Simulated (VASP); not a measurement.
# Ga (Cmce) in VASP: single point with PBEsol

Aim: the single point of Ga with PBEsol.

Program: VASP 6.6.1. These are calculated values, not measurements. Logs are shortened: lines on timing, memory, paths and dates and some standing lists are left out, and cuts for length are marked.

## Step 1: The cell of the first run

Symmetry: Cmce, No. 64, orthorhombic system. The conventional cell has a = 4.523 Å, b = 7.661 Å, c = 4.524 Å, α = 90.00°, β = 90.00°, γ = 90.00°. Within 3.3 Å of Ga (site symmetry m) lie 7 Ga at 2.48 to 2.79 Å.

## Step 2: Single point, PBEsol

Contents of INCAR:

```
ALGO = Normal
EDIFF = 1E-6
ENCUT = 520
GGA = PS
ISIF = 2
ISMEAR = 0
LASPH = True
LCHARG = False
LREAL = False
LWAVE = False
NBANDS = 34
NELM = 60
PREC = Accurate
SIGMA = 0.1
```

Contents of KPOINTS:

```
k-points
0
Gamma
  7 7 6
```

Contents of POSCAR:

```
Ga
1.0
    2.2615000000     -3.8305000000      0.0000000000
    2.2615000000      3.8305000000      0.0000000000
    0.0000000000      0.0000000000      4.5240000000
Ga
4
Direct
    0.8451000000      0.1549000000      0.0810000000
    0.6549000000      0.3451000000      0.5810000000
    0.1549000000      0.8451000000      0.9190000000
    0.3451000000      0.6549000000      0.4190000000
```

Potentials or basis: VASP PAW PBE potentials, release 64 (Ga_d).

The run is started by

```sh
> cat potpaw_PBE.64/Ga_d/POTCAR > POTCAR
> mpirun -np 1 vasp_std > vasp.out
```

OUTCAR:

```text
EDIFF = 1E-6
   ENCUT = 520
   GGA = PS
   ISIF = 2
   ISMEAR = 0
   LASPH = True
   LREAL = False
   NELM = 60
   PREC = Accurate

 ion  position               nearest neighbor table
   1  0.845  0.155  0.081-   3 2.48   2 2.69   2 2.69   4 2.73   4 2.73   3 2.79   3 2.79
   2  0.655  0.345  0.581-   4 2.48   1 2.69   1 2.69   3 2.73   3 2.73   4 2.79   4 2.79
   3  0.155  0.845  0.919-   1 2.48   4 2.69   4 2.69   2 2.73   2 2.73   1 2.79   1 2.79
   4  0.345  0.655  0.419-   2 2.48   3 2.69   3 2.69   1 2.73   1 2.73   2 2.79   2 2.79

  LATTYP: Found a base centered orthorhombic cell.
 ALAT       =     4.5230000000
 B/A-ratio  =     1.6937873093
 C/A-ratio  =     1.0002210922

  Lattice vectors:

 A1 = (   2.2615000000,  -3.8305000000,   0.0000000000)
 A2 = (   2.2615000000,   3.8305000000,   0.0000000000)
 A3 = (   0.0000000000,   0.0000000000,   4.5240000000)

Analysis of symmetry for initial positions (statically):
=====================================================================
 Subroutine PRICEL returns:
 Original cell was already a primitive cell.

 Routine SETGRP: Setting up the symmetry group for a
 base centered orthorhombic supercell.

 Subroutine GETGRP returns: Found  8 space group operations
 (whereof  4 operations were pure point group operations)
 out of a pool of  8 trial point group operations.

The static configuration has the point symmetry C_2h.
 The point group associated with its full space group is D_2h.

Analysis of symmetry for dynamics (positions and initial velocities):
=====================================================================
 Subroutine PRICEL returns:
 Original cell was already a primitive cell.

 Routine SETGRP: Setting up the symmetry group for a
 base centered orthorhombic supercell.

 Subroutine GETGRP returns: Found  8 space group operations
 (whereof  4 operations were pure point group operations)
 out of a pool of  8 trial point group operations.

The dynamic configuration has the point symmetry C_2h.
 The point group associated with its full space group is D_2h.

 Subroutine INISYM returns: Found  8 space group operations
 (whereof  4 operations are pure point group operations),
 and found     1 'primitive' translations

----------------------------------------------------------------------------------------

                                     Primitive cell

  volume of cell :      78.3799

[... 86 lines left out ...]
   ISPIN  =      1    spin polarized calculation?
   LNONCOLLINEAR =      F non collinear calculations
   LSORBIT =      F    spin-orbit coupling
   LASPH  =      T    aspherical Exc in radial PAW
   ENCUT  =  520.0 eV  38.22 Ry    6.18 a.u.   8.27  8.27  8.41*2*pi/ulx,y,z
   NELM   =     60;   NELMIN=  2; NELMDL= -5     # of ELM steps
   EDIFF  = 0.1E-05   stopping-criterion for ELM
   LREAL  =      F    real-space projection
   EDIFFG = 0.1E-04   stopping-criterion for IOM
   NSW    =      0    number of steps for IOM
   IBRION =     -1    ionic relax: 0-MD 1-quasi-New 2-CG
   NFREE  =      0    steps in history (QN), initial steepest desc. (CG)
   ISIF   =      2    stress and relaxation
   ISYM   =      2    0-nonsym 1-usesym 2-fastsym
   POTIM  = 0.5000    time-step for ionic-motion
   TEBEG  =    0.0;   TEEND  =   0.0 temperature during run
   PSTRESS=    0.0 pullay stress
   NELECT =      52.0000    total number of electrons
   NUPDOWN=      -1.0000    fix difference up-down
   EMIN   =  10.00;   EMAX   =-10.00  energy-range for DOS
   EFERMI =   0.00;   METHOD = LEGACY
   ISMEAR =     0;   SIGMA  =   0.10  broadening in eV -4-tet -1-fermi 0-gaus
   EFERMI_NEDOS =   21; number of points for ismear=-14 and -15
   IALGO  =     38    algorithm
   IMIX   =      4    mixing-type and parameters
     AMIX     =   0.40;   BMIX     =  1.00
     AMIX_MAG =   1.60;   BMIX_MAG =  1.00
  volume/ion in A,a.u.               =      19.59       132.23
  Fermi-wavevector in a.u.,A,eV,Ry     =   1.427823  2.698194 27.737908  2.038679
  Thomas-Fermi vector in A             =   2.547951
   LORBIT       =      0    0 simple, 1 ext, 2 COOP (PROOUT), +10 PAW based schemes
   GGA     = PS    functional components
   LHFCALC =     F    Hartree Fock is set to
   AEXX    =    0.0000 exact exchange contribution
   IVDW    =     0    specifies the selected vdW correction
   LEPSILON=     F    determine dielectric tensor
   LRPA    =     F    only Hartree local field effects (RPA)
 non-spin polarized calculation
 Gauss-broadening in eV      SIGMA  =   0.10
  energy-cutoff  :      520.00
  volume of cell :       78.38
 maximum number of plane-waves:      2131
 NGX is ok and might be reduce to    36
   NGX = 17   NGY = 17   NGZ = 17

 number of electron      52.0000010 magnetization

 Free energy of the ion-electron system (eV)
  ---------------------------------------------------
  ext. energy  EPLUGINS =         0.00000000
  ---------------------------------------------------
  free energy    TOTEN  =       -13.38440293 eV

  energy without entropy =      -13.37872742  energy(sigma->0) =      -13.38156518

 E-fermi :   4.9347     XC(G=0): -10.8024

 val. band max:        4.9105797005   @ k =   0.0000   0.0000   0.5000
 cond. band min:       4.9364861114   @ k =   0.2857   0.2857   0.0000
 fundamental gap:      0.0259064109
 Fermi energy:         4.9347021349

 k-point     1 :       0.0000    0.0000    0.0000
  band No.  band energies     occupation
      1     -10.2168      2.00000
      2     -10.2136      2.00000
      3     -10.1886      2.00000
      4     -10.1684      2.00000
      5     -10.1383      2.00000
      6     -10.1137      2.00000
[... 877 lines left out ...]
     33      12.2076      0.00000
     34      12.8957      0.00000

 [... further k-points ...]
[... 5 lines left out ...]
  --------------------------------------------------------------------------------------
  -------------------------------------------------------------------------------------
  Total       -1.2028070     -0.4567877     -0.6290340      0.0000000      0.0000000      0.0000000
  in kB      -24.5867934     -9.3372789    -12.8581970      0.0000000      0.0000000      0.0000000
  external PRESSURE =     -15.5940898 kB  Pullay stress =       0.0000000 kB

 VOLUME and BASIS-vectors are now :
 -----------------------------------------------------------------------------
  energy-cutoff  :      520.00
  volume of cell :       78.38
      direct lattice vectors                 reciprocal lattice vectors
     2.261500000 -3.830500000  0.000000000     0.221092195 -0.130531262  0.000000000
     2.261500000  3.830500000  0.000000000     0.221092195  0.130531262  0.000000000
     0.000000000  0.000000000  4.524000000     0.000000000  0.000000000  0.221043324

 POSITION                                       TOTAL-FORCE (eV/Angst)
 -----------------------------------------------------------------------------------
      2.26150     -2.64381      0.36644         0.000000      0.110944      0.043959
      2.26150     -1.18669      2.62844         0.000000     -0.110944      0.043959
      2.26150      2.64381      4.15756         0.000000     -0.110944     -0.043959
      2.26150      1.18669      1.89556         0.000000      0.110944     -0.043959
 -----------------------------------------------------------------------------------
    total drift:                               -0.000000      0.000000      0.000000

  FREE ENERGIE OF THE ION-ELECTRON SYSTEM (eV)
  ---------------------------------------------------
  free  energy   TOTEN  =       -13.3844029347 eV

  energy  without entropy=      -13.3787274229  energy(sigma->0) =      -13.38156518
```

OSZICAR:

```text
N       E                     dE             d eps       ncg     rms          rms(c)
DAV:   1     0.355646172970E+03    0.35565E+03   -0.25466E+04  4432   0.289E+03
DAV:   2     0.304140073657E+02   -0.32523E+03   -0.31735E+03  4520   0.533E+02
DAV:   3    -0.122205075822E+02   -0.42635E+02   -0.42156E+02  4892   0.151E+02
DAV:   4    -0.135506241357E+02   -0.13301E+01   -0.13205E+01  5048   0.299E+01
DAV:   5    -0.135786627761E+02   -0.28039E-01   -0.28032E-01  5464   0.449E+00    0.269E+00
DAV:   6    -0.134209267042E+02    0.15774E+00   -0.32271E-01  5516   0.776E+00    0.140E+00
DAV:   7    -0.133875018442E+02    0.33425E-01   -0.76625E-02  6318   0.288E+00    0.354E-01
DAV:   8    -0.133843096288E+02    0.31922E-02   -0.15938E-02  4686   0.136E+00    0.463E-02
DAV:   9    -0.133844047930E+02   -0.95164E-04   -0.10850E-03  4962   0.353E-01    0.263E-02
DAV:  10    -0.133844022672E+02    0.25258E-05   -0.22187E-04  5062   0.171E-01    0.503E-03
DAV:  11    -0.133844040960E+02   -0.18288E-05   -0.37797E-05  5246   0.731E-02    0.584E-03
DAV:  12    -0.133844028250E+02    0.12710E-05   -0.12235E-05  4766   0.429E-02    0.494E-04
DAV:  13    -0.133844029347E+02   -0.10967E-06   -0.99239E-07  2822   0.777E-03
   1 F= -.13384403E+02 E0= -.13381565E+02  d E =-.567551E-02
```

Wall time 2.3 min (1 thread of AMD EPYC 7R13 (Zen 3), shared host); peak memory 0.24 GiB.

Results:

```yaml
Free_energy: -13.3844 eV
Pressure: -1.6 GPa
Largest_force: 0.119 eV/Å
Band_gap_on_the_k_mesh: zero (band 26 reaches 5.28 eV, above the bottom of band 27 at 3.98 eV)
```

Forces in eV/Å, atoms in the order of the input:
```
Ga   0.000  0.111  0.044
Ga   0.000 -0.111  0.044
Ga   0.000 -0.111 -0.044
Ga   0.000  0.111 -0.044
```

Caveat: the PAW data sets were made with another functional, which shifts forces and pressure a little.
